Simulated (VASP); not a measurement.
Wanted: the native input for a VASP 6.6.1 run.

- Task: single point
- Functional: PBE
- Potentials or basis: VASP PAW PBE potentials, release 64 (Be, S, O)
- Cutoff: 520 eV
- k mesh: 16 × 16 × 4
- Occupations: gaussian, width 0.1 eV
- Spin: collinear spin
- Starting moments: [0.0, 0.0, 0.0, 0.0, 0.44, 0.0] μB
- Dipole correction: no
- Further INCAR settings: ALGO = Normal; EDIFF = 1e-07; NBANDS = 27

The structure of Be2SO3 lies in POSCAR:

```
Be2SO3
1.0
    2.4646238250      0.0000000000      0.0000000000
    0.0000000000      2.4646238250      0.0000000000
    0.0000000000      0.0000000000      8.9266228893
Be S O
2 1 3
Direct
    0.0000000000      0.0000000000      0.2850730767
    0.0000000000      0.0000000000      0.7149269233
    0.0000000000      0.0000000000      0.0000000000
    0.5000000000      0.5000000000      0.2922340505
    0.5000000000      0.5000000000      0.5000000000
    0.5000000000      0.5000000000      0.7077659495
```

The cell was built from a structure type or drawn by symmetry, and may not be a known phase.

The input as run:

INCAR

```
SYSTEM = Be2SO3
  PREC = Accurate
  ENCUT = 520
  EDIFF = 1E-7
  ISMEAR = 0
  SIGMA = 0.1
  LREAL = .FALSE.
  LASPH = .TRUE.
  NELM = 150
  ALGO = Normal
  ISIF = 2
  LWAVE = .FALSE.
  LCHARG = .FALSE.
  ISPIN = 2
  MAGMOM = 0 0 0 0 0.44 0
  LORBIT = 11
  GGA = PE
  NBANDS = 27
```

KPOINTS

```
Automatic mesh
0
G
  16 16 4
  0 0 0
```

Potentials or basis: VASP PAW PBE potentials, release 64 (Be, S, O).

Launch:

```bash
$ cat potpaw_PBE.64/Be/POTCAR potpaw_PBE.64/S/POTCAR potpaw_PBE.64/O/POTCAR > POTCAR
$ mpirun -np 1 vasp_std > vasp.out
```

It gave:

The pressure is -0.3 GPa. The largest force is 0.031 eV/Å and the band gap on the k mesh is zero (filled and empty bands overlap). The net moment is 0.00 μB per cell and the valence electrons inside the program's atomic spheres are Be 0.92; S 3.59; O 5.08, 4.70 (each value once).

Wall time 3.3 min on 1 thread of Intel(R) Xeon(R) 6975P-C (Granite Rapids), with other jobs on the host, peak memory 0.37 GiB.
